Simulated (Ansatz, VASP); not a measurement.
One calculation of TlHg3S2, two programs

```xyz
6
Lattice="5.7412 0.0000 0.0000 0.0000 5.3228 0.0000 0.0000 0.0000 6.7169" Properties=species:S:1:pos:R:3 pbc="T T T"
Tl    0.0000    0.0000    2.3164
Hg    4.3005    2.6614    3.7806
Hg    1.4408    2.6614    3.7806
Hg    0.0000    2.6614    0.2009
S     1.8511    0.0000    5.1139
S     3.8901    0.0000    5.1139
```

Alike in both runs: functional PBE; k mesh 3 × 3 × 2; occupations gaussian, width 0.15 eV; no spin polarisation.

Ansatz relaxed the structure, and its values are those at the end. VASP's run is a single point on that final structure, the one shown.

|  | VASP | Ansatz |
| --- | --- | --- |
| version | VASP 6.6.1 | Ansatz 0.2.0 |
| potentials or method | VASP PAW PBE potentials, release 64 (Tl_d, Hg, S), cutoff 520 eV | scalar-relativistic, plane waves, PAW |
| valence electrons in the cell | 61 | 85 |

```csv
,VASP,Ansatz,Ansatz less VASP
gap on the k mesh at the Fermi level (eV),none,none,-
pressure (GPa),0.1,0.1,+0.02
rms of the force components (eV/Å),0.045,0.012,-0.0331
```

A gap of «none» marks a metal or a gap that the smearing closes. VASP's potentials hold 61 valence electrons a cell and Ansatz's 85, so a difference there can come from the potentials and not from the codes.

The k mesh is coarse, so the values compare programs but aren't converged. Neither program's run includes spin-orbit coupling.
